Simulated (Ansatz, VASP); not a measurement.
CdSe: VASP beside Ansatz

```xyz
2
Lattice="3.0641 3.0641 0.0000 -3.0641 3.0641 0.0000 0.0000 3.0641 2.9139" Properties=species:S:1:pos:R:3 pbc="T T T"
Cd    0.0000    0.0000    0.0000
Se    1.5320    4.5961    1.4569
```

Change from the starting cell: film at in-plane strain +0.02.

Alike in both runs: task single point; functional LDA; k mesh 6 × 6 × 6; no spin polarisation.

|  | VASP | Ansatz |
| --- | --- | --- |
| version | VASP 6.6.1 | Ansatz 0.2.0 |
| potentials or method | VASP PAW LDA potentials, release 64 (Cd, Se), cutoff 520 eV | all-electron LAPW, scalar-relativistic |
| occupations | gaussian, width 0.01 eV | fixed |

Ansatz gave:

* gap on the k mesh at the Fermi level (eV): 0.28
* pressure (GPa): -0.6
* traceless stress, the component that is largest in VASP (GPa): 0.58

Problem. Which values does VASP return?

Solution. gap on the k mesh at the Fermi level (eV): 0.31; pressure (GPa): -0.1; traceless stress, the component that is largest in VASP (GPa): 0.57.

LDA's correlation is that of Perdew and Zunger in VASP and of Perdew and Wang (1992) in Ansatz. Ansatz ran all-electron here, and VASP with PAW potentials.
